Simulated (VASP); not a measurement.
Here is a VASP 6.6.1 calculation.

Contents of POSCAR:

```
BaTiO3
1.0
    3.9771020000      0.0000000000      0.0000000000
    0.0000000000      3.9771020000      0.0000000000
    0.0000000000      0.0000000000      3.9951980000
Ba Ti O
1 1 3
Direct
    0.0000000000      0.0000000000      0.0000000000
    0.5000000000      0.5000000000      0.4820000000
    0.5000000000      0.5000000000      0.0160000000
    0.5000000000      0.0000000000      0.5150000000
    0.0000000000      0.5000000000      0.5150000000
```

File INCAR.step1:

```
PREC = Accurate
ENCUT = 520
ISMEAR = -1
SIGMA = 0.0319
LREAL = F
LASPH = T
NELM = 100
NBANDS = 28
GGA = PE
ALGO = Normal
EDIFF = 1E-4
LWAVE = T
LCHARG = F
```

INCAR.step2

```
PREC = Accurate
ENCUT = 520
EDIFF = 1E-6
ISMEAR = -1
SIGMA = 0.0319
LREAL = F
LASPH = T
NELM = 100
ALGO = Normal
ISIF = 2
LWAVE = F
LCHARG = F
METAGGA = R2SCAN
LMIXTAU = T
NBANDS = 28
ISTART = 1
```

File KPOINTS:

```
Automatic mesh
0
Gamma
  7 7 7
```

Potentials or basis: VASP PAW PBE potentials, release 64 (Ba_sv, Ti_sv, O).

Launch:

```console
$ cat potpaw_PBE.64/Ba_sv/POTCAR potpaw_PBE.64/Ti_sv/POTCAR potpaw_PBE.64/O/POTCAR > POTCAR
$ cp INCAR.step1 INCAR
$ mpirun -np 1 vasp_std > vasp.out
$ cp INCAR.step2 INCAR
$ mpirun -np 1 vasp_std > vasp.out
```

**Question.** What does it give for the pressure?

**Answer.** 4.7 GPa.

**Question.** Estimate the largest force.

**Answer.** 0.237 eV/Å.

**Question.** Predict the band gap on the k mesh.

**Answer.** 2.31 eV, indirect (least direct gap 2.53 eV).

Forces on the atoms (eV/Å):
```
Ba   0.000  0.000 -0.058
Ti   0.000  0.000  0.237
O    0.000  0.000  0.208
O    0.000  0.000 -0.194
O    0.000  0.000 -0.194
```

Caveat: the PAW data sets were made with another functional, which shifts forces and pressure a little; spin-orbit coupling is left out, which moves the levels of the heavy elements. A k mesh can miss the band edges.
